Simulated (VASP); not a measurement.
# AlCo (Pm-3m) in VASP: settings compared

The runs below take AlCo through single point, relaxation of cell and atoms, with PBEsol, PBE+D4.

All numbers are computed with VASP 6.6.1; they aren't measurements. Logs are shortened: lines on timing, memory, paths and dates and some standing lists are left out, and cuts for length are marked.

## Step 1: The cell of the first run

Symmetry: Pm-3m, No. 221, cubic system. Conventional cell: a = 2.823 Å, b = 2.823 Å, c = 2.823 Å, α = 90.00°, β = 90.00°, γ = 90.00°. Within 3.2 Å of Al (site symmetry m-3m) lie 8 Co at 2.45 Å and 6 Al at 2.82 Å. Within 3.2 Å of Co (site symmetry m-3m) lie 8 Al at 2.45 Å and 6 Co at 2.82 Å.

## Step 2: Single point, PBEsol, collinear spin, ferromagnetic start

Input file INCAR:

```
PREC     = Accurate       # precision mode
ENCUT    = 600            # plane-wave cutoff, eV
EDIFF    = 1E-6           # SCF threshold, eV
ISMEAR   = -1             # smearing method
SIGMA    = 0.1            # smearing width, eV
LREAL    = F              # projectors in reciprocal space
LASPH    = T              # aspherical terms in the spheres
NELM     = 200            # most SCF steps
ALGO     = Normal         # electronic algorithm
ISIF     = 2              # what is computed and relaxed
LWAVE    = F              # write WAVECAR
LCHARG   = F              # write CHGCAR
ISPIN    = 2              # spin polarisation
MAGMOM   = 0 1.8          # initial moments
LORBIT   = 11             # projections on sites
LMAXMIX  = 4              # l up to which the mixer works
GGA      = PS             # functional
NBANDS   = 17             # bands
GGA_COMPAT= F
```

Input file KPOINTS:

```
regular mesh
0
Gamma
  10 10 10
```

Input file POSCAR:

```
AlCo
1.0
    2.8232872902      0.0000000000      0.0000000000
    0.0000000000      2.8232872902      0.0000000000
    0.0000000000      0.0000000000      2.8232872902
Al Co
1 1
Direct
    0.0000000000      0.0000000000      0.0000000000
    0.5000000000      0.5000000000      0.5000000000
```

Potentials or basis: VASP PAW PBE potentials, release 64 (Al, Co).

Launch:

```sh
cat potpaw_PBE.64/Al/POTCAR potpaw_PBE.64/Co/POTCAR > POTCAR
mpirun -np 1 vasp_std > vasp.out
```

OUTCAR:

```text
PREC = Accurate
   ENCUT = 600
   EDIFF = 1E-6
   ISMEAR = -1
   LREAL = F
   LASPH = T
   NELM = 200
   ISIF = 2
   ISPIN = 2
   LORBIT = 11
   GGA = PS

 ion  position               nearest neighbor table
   1  0.000  0.000  0.000-   2 2.45   2 2.45   2 2.45   2 2.45   2 2.45   2 2.45   2 2.45   2 2.45

   2  0.500  0.500  0.500-   1 2.45   1 2.45   1 2.45   1 2.45   1 2.45   1 2.45   1 2.45   1 2.45

  LATTYP: Found a simple cubic cell.
 ALAT       =     2.8232872902

  Lattice vectors:

 A1 = (   2.8232872902,   0.0000000000,   0.0000000000)
 A2 = (   0.0000000000,   2.8232872902,   0.0000000000)
 A3 = (   0.0000000000,   0.0000000000,   2.8232872902)

Analysis of symmetry for initial positions (statically):
=====================================================================
 Subroutine PRICEL returns:
 Original cell was already a primitive cell.

 Routine SETGRP: Setting up the symmetry group for a
 simple cubic supercell.

 Subroutine GETGRP returns: Found 48 space group operations
 (whereof 48 operations were pure point group operations)
 out of a pool of 48 trial point group operations.

The static configuration has the point symmetry O_h .

Analysis of symmetry for dynamics (positions and initial velocities):
=====================================================================
 Subroutine PRICEL returns:
 Original cell was already a primitive cell.

 Routine SETGRP: Setting up the symmetry group for a
 simple cubic supercell.

 Subroutine GETGRP returns: Found 48 space group operations
 (whereof 48 operations were pure point group operations)
 out of a pool of 48 trial point group operations.

The dynamic configuration has the point symmetry O_h .

Analysis of structural, dynamic, and magnetic symmetry:
=====================================================================
 Subroutine PRICEL returns:
 Original cell was already a primitive cell.

 Routine SETGRP: Setting up the symmetry group for a
 simple cubic supercell.

 Subroutine GETGRP returns: Found 48 space group operations
 (whereof 48 operations were pure point group operations)
 out of a pool of 48 trial point group operations.

The overall configuration has the point symmetry O_h .

 Subroutine INISYM returns: Found 48 space group operations
 (whereof 48 operations are pure point group operations),
 and found     1 'primitive' translations

----------------------------------------------------------------------------------------

                                     Primitive cell

  volume of cell :      22.5043

  direct lattice vectors                    reciprocal lattice vectors
     2.823287290  0.000000000  0.000000000     0.354197040  0.000000000  0.000000000
     0.000000000  2.823287290  0.000000000     0.000000000  0.354197040  0.000000000
     0.000000000  0.000000000  2.823287290     0.000000000  0.000000000  0.354197040

  length of vectors
     2.823287290  2.823287290  2.823287290     0.354197040  0.354197040  0.354197040

  position of ions in fractional coordinates (direct lattice)
     0.000000000  0.000000000  0.000000000
     0.500000000  0.500000000  0.500000000

  ion indices of the primitive-cell ions
   primitive index   ion index
                 1           1
                 2           2

----------------------------------------------------------------------------------------

 KPOINTS: regular mesh

Automatic generation of k-mesh.
 Grid dimensions read from file:
 generate k-points for:   10   10   10

 Generating k-lattice:

  Cartesian coordinates                     Fractional coordinates (reciprocal lattice)
     0.035419704  0.000000000  0.000000000     0.100000000  0.000000000  0.000000000
     0.000000000  0.035419704  0.000000000     0.000000000  0.100000000  0.000000000
     0.000000000  0.000000000  0.035419704     0.000000000  0.000000000  0.100000000

  Length of vectors
     0.035419704  0.035419704  0.035419704

  Shift w.r.t. Gamma in fractional coordinates (k-lattice)
     0.000000000  0.000000000  0.000000000

 Subroutine IBZKPT returns following result:
 ===========================================

 Found     56 irreducible k-points:

 Following reciprocal coordinates:
            Coordinates               Weight
  0.000000  0.000000  0.000000      1.000000
  0.100000  0.000000  0.000000      6.000000
  0.200000  0.000000  0.000000      6.000000
  0.300000  0.000000  0.000000      6.000000
  0.400000  0.000000  0.000000      6.000000
  0.500000  0.000000  0.000000      3.000000
[... 16 lines left out ...]
  0.200000  0.100000  0.100000     24.000000
  0.300000  0.100000  0.100000     24.000000
 [... further k-points ...]
   k-points           NKPTS =     56   k-points in BZ     NKDIM =     56   number of bands    NBANDS=     17
   number of dos      NEDOS =    301   number of ions     NIONS =      2
   total plane-waves  NPLWV =  13824
   dimension x,y,z NGX =    24 NGY =   24 NGZ =   24
   dimension x,y,z NGXF=    48 NGYF=   48 NGZF=   48
   ions per type =               1   1
   NGX,Y,Z   is equivalent  to a cutoff of  14.13, 14.13, 14.13 a.u.
   NGXF,Y,Z  is equivalent  to a cutoff of  28.26, 28.26, 28.26 a.u.
 SYSTEM =  unknown system
   PREC   = accura    normal or accurate (medium, high low for compatibility)
   ISTART =      0    job   : 0-new  1-cont  2-samecut
   ICHARG =      2    charge: 1-file 2-atom 10-const
   ISPIN  =      2    spin polarized calculation?
   LNONCOLLINEAR =      F non collinear calculations
   LSORBIT =      F    spin-orbit coupling
   LASPH  =      T    aspherical Exc in radial PAW
   ENCUT  =  600.0 eV  44.10 Ry    6.64 a.u.   5.64  5.64  5.64*2*pi/ulx,y,z
   NELM   =    200;   NELMIN=  2; NELMDL= -5     # of ELM steps
   EDIFF  = 0.1E-05   stopping-criterion for ELM
   LREAL  =      F    real-space projection
   EDIFFG = 0.1E-04   stopping-criterion for IOM
   NSW    =      0    number of steps for IOM
   IBRION =     -1    ionic relax: 0-MD 1-quasi-New 2-CG
   NFREE  =      0    steps in history (QN), initial steepest desc. (CG)
   ISIF   =      2    stress and relaxation
   ISYM   =      2    0-nonsym 1-usesym 2-fastsym
   POTIM  = 0.5000    time-step for ionic-motion
   TEBEG  =    0.0;   TEEND  =   0.0 temperature during run
   PSTRESS=    0.0 pullay stress
   NELECT =      12.0000    total number of electrons
   NUPDOWN=      -1.0000    fix difference up-down
   EMIN   =  10.00;   EMAX   =-10.00  energy-range for DOS
   EFERMI =   0.00;   METHOD = LEGACY
   ISMEAR =    -1;   SIGMA  =   0.10  broadening in eV -4-tet -1-fermi 0-gaus
   EFERMI_NEDOS =   21; number of points for ismear=-14 and -15
   IALGO  =     38    algorithm
   IMIX   =      4    mixing-type and parameters
     AMIX     =   0.40;   BMIX     =  1.00
     AMIX_MAG =   1.60;   BMIX_MAG =  1.00
  volume/ion in A,a.u.               =      11.25        75.93
  Fermi-wavevector in a.u.,A,eV,Ry     =   1.327538  2.508682 23.978311  1.762356
  Thomas-Fermi vector in A             =   2.456842
   LORBIT       =     11    0 simple, 1 ext, 2 COOP (PROOUT), +10 PAW based schemes
   GGA     = PS    functional components
   LHFCALC =     F    Hartree Fock is set to
   AEXX    =    0.0000 exact exchange contribution
   IVDW    =     0    specifies the selected vdW correction
   LEPSILON=     F    determine dielectric tensor
   LRPA    =     F    only Hartree local field effects (RPA)
 spin polarized calculation
  energy-cutoff  :      600.00
  volume of cell :       22.50
 maximum number of plane-waves:       772
 NGX is ok and might be reduce to    24
   NGX = 11   NGY = 11   NGZ = 11

 number of electron      11.9999996 magnetization      -0.0058919

 number of electron      11.9999996 magnetization       0.0002305

 Free energy of the ion-electron system (eV)
  ---------------------------------------------------
  ext. energy  EPLUGINS =         0.00000000
  ---------------------------------------------------
  free energy    TOTEN  =       -13.09609194 eV

  energy without entropy =      -13.06845322  energy(sigma->0) =      -13.08227258

 E-fermi :  10.7717     XC(G=0): -12.5233

 val. band max:       10.7601732288   @ k =   0.5000   0.4000   0.1000
 cond. band min:      10.8836527916   @ k =   0.5000   0.3000   0.0000
 fundamental gap:      0.1234795628
 Fermi energy:        10.7716577594

 spin component 1

 k-point     1 :       0.0000    0.0000    0.0000
  band No.  band energies     occupation
      1      -0.4319      1.00000
      2       7.7131      1.00000
      3       7.7131      1.00000
      4       9.9736      0.99966
      5       9.9736      0.99966
      6       9.9736      0.99966
[... 9 lines left out ...]
     16      34.7673      0.00000
     17      34.7673      0.00000

 k-point     2 :       0.1000    0.0000    0.0000
  band No.  band energies     occupation
      1      -0.2386      1.00000
      2       7.6930      1.00000
      3       7.7671      1.00000
      4       9.8697      0.99988
      5       9.8697      0.99988
      6       9.9847      0.99962
[... 9 lines left out ...]
     16      32.8201      0.00000
     17      35.2688      0.00000

 k-point     3 :       0.2000    0.0000    0.0000
  band No.  band energies     occupation
      1       0.3345      1.00000
      2       7.5215      1.00000
      3       7.9127      1.00000
      4       9.6185      0.99999
      5       9.6186      0.99999
      6      10.0140      0.99949
[... 392 lines left out ...]
 k-point    23 :       0.2000    0.1000    0.1000
  band No.  band energies     occupation
      1       0.7089      1.00000
      2       7.6567      1.00000
      3       7.9244      1.00000
      4       9.4804      1.00000
      5       9.5120      1.00000
      6       9.8137      0.99993
[... 9 lines left out ...]
     16      32.9821      0.00000
     17      34.5043      0.00000

 k-point    24 :       0.3000    0.1000    0.1000
  band No.  band energies     occupation
      1       1.6245      1.00000
      2       7.0568      1.00000
      3       8.1243      1.00000
      4       9.1946      1.00000
      5       9.2951      1.00000
      6       9.8570      0.99989
[... 9 lines left out ...]
     16      32.0791      0.00000
     17      33.1861      0.00000

 [... further k-points ...]

 spin component 2

 k-point     1 :       0.0000    0.0000    0.0000
  band No.  band energies     occupation
      1      -0.4319      1.00000
      2       7.7139      1.00000
      3       7.7139      1.00000
      4       9.9743      0.99966
      5       9.9743      0.99966
      6       9.9743      0.99966
[... 9 lines left out ...]
     16      34.7673      0.00000
     17      34.7673      0.00000

 k-point     2 :       0.1000    0.0000    0.0000
  band No.  band energies     occupation
      1      -0.2386      1.00000
      2       7.6937      1.00000
      3       7.7679      1.00000
      4       9.8704      0.99988
      5       9.8704      0.99988
      6       9.9854      0.99962
[... 9 lines left out ...]
     16      32.8202      0.00000
     17      35.2691      0.00000

 k-point     3 :       0.2000    0.0000    0.0000
  band No.  band energies     occupation
      1       0.3345      1.00000
      2       7.5221      1.00000
      3       7.9135      1.00000
      4       9.6192      0.99999
      5       9.6192      0.99999
      6      10.0147      0.99948
[... 392 lines left out ...]
 k-point    23 :       0.2000    0.1000    0.1000
  band No.  band energies     occupation
      1       0.7088      1.00000
      2       7.6573      1.00000
      3       7.9251      1.00000
      4       9.4811      1.00000
      5       9.5127      1.00000
      6       9.8144      0.99993
[... 9 lines left out ...]
     16      32.9822      0.00000
     17      34.5044      0.00000

 k-point    24 :       0.3000    0.1000    0.1000
  band No.  band energies     occupation
      1       1.6245      1.00000
      2       7.0571      1.00000
      3       8.1251      1.00000
      4       9.1953      1.00000
      5       9.2958      1.00000
      6       9.8577      0.99989
[... 9 lines left out ...]
     16      32.0791      0.00000
     17      33.1862      0.00000

 [... further k-points ...]
[... 5 lines left out ...]
  --------------------------------------------------------------------------------------
  -------------------------------------------------------------------------------------
  Total        0.0169404      0.0169404      0.0169404      0.0000000      0.0000000     -0.0000000
  in kB        1.2060608      1.2060608      1.2060608      0.0000000      0.0000000     -0.0000000
  external PRESSURE =       1.2060608 kB  Pullay stress =       0.0000000 kB

 VOLUME and BASIS-vectors are now :
 -----------------------------------------------------------------------------
  energy-cutoff  :      600.00
  volume of cell :       22.50
      direct lattice vectors                 reciprocal lattice vectors
     2.823287290  0.000000000  0.000000000     0.354197040  0.000000000  0.000000000
     0.000000000  2.823287290  0.000000000     0.000000000  0.354197040  0.000000000
     0.000000000  0.000000000  2.823287290     0.000000000  0.000000000  0.354197040

 POSITION                                       TOTAL-FORCE (eV/Angst)
 -----------------------------------------------------------------------------------
      0.00000      0.00000      0.00000         0.000000      0.000000      0.000000
      1.41164      1.41164      1.41164         0.000000      0.000000      0.000000
 -----------------------------------------------------------------------------------
    total drift:                                0.000000     -0.000000     -0.000000

  FREE ENERGIE OF THE ION-ELECTRON SYSTEM (eV)
  ---------------------------------------------------
  free  energy   TOTEN  =       -13.0960919394 eV

  energy  without entropy=      -13.0684532195  energy(sigma->0) =      -13.08227258

 total charge

# of ion       s       p       d       tot
------------------------------------------
    1        0.397   0.441   0.000   0.838
    2        0.447   0.532   7.531   8.511
--------------------------------------------------
tot          0.844   0.973   7.531   9.348

 magnetization (x)

# of ion       s       p       d       tot
------------------------------------------
    1       -0.000  -0.000   0.000  -0.000
    2        0.000  -0.000   0.000   0.000
--------------------------------------------------
tot         -0.000  -0.000   0.000   0.000
```

It took 13 s on 1 thread of Intel Xeon 6975P-C (Granite Rapids), shared host; peak memory 0.17 GiB.

Results:

```
Free energy                                           : -13.0961 eV
Pressure                                              : 0.1 GPa
Band gap on the k mesh                                : zero (filled and empty bands overlap)
Net moment                                            : 0.00 μB per cell
Valence electrons inside the program's atomic spheres : Al 0.84; Co 8.51
```

Levels at points of the mesh, in eV from the Fermi level:
Spin up:
```csv
k point,band 4,band 5,band 6,band 7,band 8,band 9
"(0.00, 0.00, 0.00)",-0.80,-0.80,-0.80,6.16,6.16,6.16
"(0.50, 0.00, 0.00)",-1.71,-1.71,-0.68,0.23,8.51,10.80
"(0.50, 0.50, 0.00)",-2.67,-1.50,-1.50,-0.21,2.54,3.72
"(0.50, 0.50, 0.50)",-0.17,-0.17,2.42,2.42,2.42,4.47
```
Spin down:
| k point | band 3 | band 4 | band 5 | band 6 | band 7 | band 8 | band 9 | band 10 |
| --- | --- | --- | --- | --- | --- | --- | --- | --- |
| (0.00, 0.00, 0.00) | -3.06 | -0.80 | -0.80 | -0.80 | 6.16 | 6.16 | 6.16 | 8.93 |
| (0.50, 0.00, 0.00) | -2.44 | -1.71 | -1.71 | -0.68 | 0.23 | 8.51 | 10.80 | 10.80 |
| (0.50, 0.50, 0.00) | -2.67 | -2.67 | -1.50 | -1.50 | -0.21 | 2.54 | 3.72 | 13.14 |
| (0.50, 0.50, 0.50) | -4.00 | -0.17 | -0.17 | 2.42 | 2.42 | 2.42 | 4.47 | 5.58 |

Caveat: the starting moments collapsed, and a magnetic state may lie lower; the PAW data sets were made with another functional, which shifts forces and pressure a little.

## Step 3: Single point, PBE+D4, collinear spin, ferromagnetic start

Input file INCAR:

```
ALGO     = Normal         # electronic algorithm
EDIFF    = 1E-6           # SCF threshold, eV
ENCUT    = 600            # plane-wave cutoff, eV
GGA      = PE             # functional
GGA_COMPAT= False        
ISIF     = 2              # what is computed and relaxed
ISMEAR   = -1             # smearing method
ISPIN    = 2              # spin polarisation
IVDW     = 13             # dispersion correction
LASPH    = True           # aspherical terms in the spheres
LCHARG   = True           # write CHGCAR
LELF     = True           # ELF
LMAXMIX  = 4              # l up to which the mixer works
LORBIT   = 11             # projections on sites
LREAL    = False          # projectors in reciprocal space
LVHAR    = True         
LWAVE    = False          # write WAVECAR
MAGMOM   = 0 1.8          # initial moments
NBANDS   = 17             # bands
NELM     = 200            # most SCF steps
PREC     = Accurate       # precision mode
SIGMA    = 0.1            # smearing width, eV
```

Input file KPOINTS:

```
k-points
0
Gamma
  10 10 10
```

Input file POSCAR:

```
AlCo
1.0
    2.8229404018      0.0000000000      0.0000000000
    0.0000000000      2.8229404018      0.0000000000
    0.0000000000      0.0000000000      2.8229404018
Al Co
1 1
Direct
    0.0000000000      0.0000000000      0.0000000000
    0.5000000000      0.5000000000      0.5000000000
```

Potentials or basis: VASP PAW PBE potentials, release 64 (Al, Co).

Launch:

```sh
cat potpaw_PBE.64/Al/POTCAR potpaw_PBE.64/Co/POTCAR > POTCAR
mpirun -np 1 vasp_std > vasp.out
```

It took 14 s on 1 thread of Intel Xeon 6975P-C (Granite Rapids), shared host; peak memory 0.17 GiB.

Results (log left out):

| Item | Value |
| --- | --- |
| Free energy | -12.8936 eV |
| Pressure | 0.0 GPa |
| Band gap on the k mesh | zero (filled and empty bands overlap) |
| Net moment | 0.00 μB per cell |
| Valence electrons inside the program's atomic spheres | Al 0.84; Co 8.51 |
| Dispersion energy per atom | -0.451 eV |

Levels at points of the mesh, in eV from the Fermi level:
Spin up:
```csv
k point,band 2,band 3,band 4,band 5,band 6,band 7,band 8,band 9,band 10,band 11
"(0.00, 0.00, 0.00)",-3.05,-3.05,-0.83,-0.83,-0.83,6.16,6.16,6.16,8.90,8.90
"(0.50, 0.00, 0.00)",-6.72,-2.43,-1.74,-1.74,-0.72,0.24,8.48,10.82,10.82,12.00
"(0.50, 0.50, 0.00)",-3.13,-2.69,-2.69,-1.53,-1.53,-0.20,2.56,3.66,13.13,16.14
"(0.50, 0.50, 0.50)",-4.03,-4.03,-0.17,-0.17,2.43,2.43,2.43,4.43,5.52,5.52
```
Spin down:
| k point | band 4 | band 5 | band 6 | band 7 | band 8 | band 9 |
| --- | --- | --- | --- | --- | --- | --- |
| (0.00, 0.00, 0.00) | -0.83 | -0.83 | -0.83 | 6.16 | 6.16 | 6.16 |
| (0.50, 0.00, 0.00) | -1.74 | -1.74 | -0.72 | 0.24 | 8.48 | 10.82 |
| (0.50, 0.50, 0.00) | -2.69 | -1.53 | -1.53 | -0.20 | 2.56 | 3.67 |
| (0.50, 0.50, 0.50) | -0.17 | -0.17 | 2.43 | 2.43 | 2.43 | 4.43 |

Caveat: the starting moments collapsed, and a magnetic state may lie lower; pairwise dispersion overbinds metals, which lowers pressure and volume.

(Continued in part 2 of 2.)
